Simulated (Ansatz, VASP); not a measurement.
Two plane-wave programs on CsI

Contents of INCAR:

```
PREC = Accurate
ENCUT = 500
EDIFF = 1E-6
ISMEAR = 1
SIGMA = 0.001
LREAL = F
LASPH = T
NELM = 120
ALGO = Normal
ISIF = 2
LWAVE = F
LCHARG = F
GGA = PE
NBANDS = 15
GGA_COMPAT = F
```

KPOINTS

```
Automatic mesh
0
Gamma
  4 4 4
```

The input POSCAR:

```
CsI
1.0
    4.6080831759      0.0000000000      0.0000000000
    0.0000000000      4.6080831759      0.0000000000
    0.0000000000      0.0000000000      4.6080831759
Cs I
1 1
Direct
    0.0000000000      0.0000000000      0.0000000000
    0.5000000000      0.5000000000      0.5000000000
```

Input for Ansatz:

```yaml
crystal:
  lattice:
    - [4.6080831759, 0.0, 0.0]
    - [0.0, 4.6080831759, 0.0]
    - [0.0, 0.0, 4.6080831759]
  atoms:
    - { symbol: Cs, position: [0.0, 0.0, 0.0] }
    - { symbol: I, position: [0.5, 0.5, 0.5] }
kpoints:
  mp_grid: { grid: [4, 4, 4] }
hamiltonian:
  xc: pbe
scf:
  occupations: { method: cold, width: 0.001 }
  n_extra_bands: 4
output:
  forces: true
  stress: true
  eigenvalues: true
```

Alike in both runs: task single point; functional PBE; k mesh 4 × 4 × 4; no spin polarisation.

|  | VASP | Ansatz |
| --- | --- | --- |
| version | VASP 6.6.1 | Ansatz 0.2.0 |
| potentials or method | VASP PAW PBE potentials, release 64 (Cs_sv, I) | plane waves |
| plane-wave cutoff (eV) | 500 | 420 |
| occupations | methfessel-paxton of order 1, width 0.001 eV | cold, width 0.001 eV |
| valence electrons in the cell | 16 | 26 |

```tsv
	VASP	Ansatz	Ansatz less VASP
gap on the k mesh at the Fermi level (eV)	3.79	3.80	+0.013
pressure (GPa)	0.5	0.4	-0.03
```

VASP's potentials hold 16 valence electrons a cell and Ansatz's 26, so a difference there can come from the potentials and not from the codes.

Spin-orbit coupling is off throughout.
